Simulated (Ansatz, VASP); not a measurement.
# Two plane-wave programs on Ti3Al

```
Ti Al
1.0
     0.00000    3.21250    3.21250
     3.21250    0.00000    3.21250
     3.21250    3.21250    0.00000
Ti Al
3 1
Direct
  0.75000 0.75000 0.75000
  0.25000 0.25000 0.25000
  0.00000 0.00000 0.00000
  0.50000 0.50000 0.50000
```

Alike in both runs: functional r2SCAN; k mesh 12 × 12 × 12; occupations gaussian, width 0.1 eV; no spin polarisation.

Ansatz relaxed the structure, and its values are those at the end. VASP's run is a single point on that final structure, the one shown.

|  | VASP | Ansatz |
| --- | --- | --- |
| version | VASP 6.6.1 | Ansatz 0.2.0 |
| potentials or method | VASP PAW PBE potentials, release 64 (Ti_sv, Al), cutoff 520 eV | scalar-relativistic, plane waves, PAW |
| valence electrons in the cell | 39 | 39 |

|  | VASP | Ansatz | Ansatz less VASP |
| --- | --- | --- | --- |
| gap on the k mesh at the Fermi level (eV) | none | none | - |
| pressure (GPa) | 0.3 | 0.0 | -0.30 |

VASP's potentials were made for PBE, not for r2SCAN. A gap of «none» marks a metal or a gap that the smearing closes. With one functional, cell and mesh, what is left measures potentials, basis and numerics.
